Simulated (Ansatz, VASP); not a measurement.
**WC in VASP and in Ansatz**

```
W C
1.0
     2.92606    0.00000    0.00000
    -1.46303    2.53405    0.00000
     0.00000    0.00000    2.84169
W C
1 1
Direct
  0.00000 0.00000 0.00000
  0.66667 0.33333 0.50000
```

Alike in both runs: functional PBE; k mesh 6 × 6 × 6; occupations gaussian, width 0.1 eV; no spin polarisation.

Ansatz relaxed the structure, and its values are those at the end. VASP's run is a single point on that final structure, the one shown.

```csv
,VASP,Ansatz
version,VASP 6.6.1,Ansatz 0.2.0
potentials or method,"VASP PAW PBE potentials, release 64 (W_sv, C), cutoff 600 eV","scalar-relativistic, plane waves, PAW"
valence electrons in the cell,18,18
```

|  | VASP | Ansatz | Ansatz less VASP |
| --- | --- | --- | --- |
| gap on the k mesh at the Fermi level (eV) | none | none | - |
| pressure (GPa) | 0.8 | -0.2 | -0.99 |

A gap of «none» marks a metal or a gap that the smearing closes.

The k mesh is coarse, so the values compare programs but aren't converged. Spin-orbit coupling is off throughout.
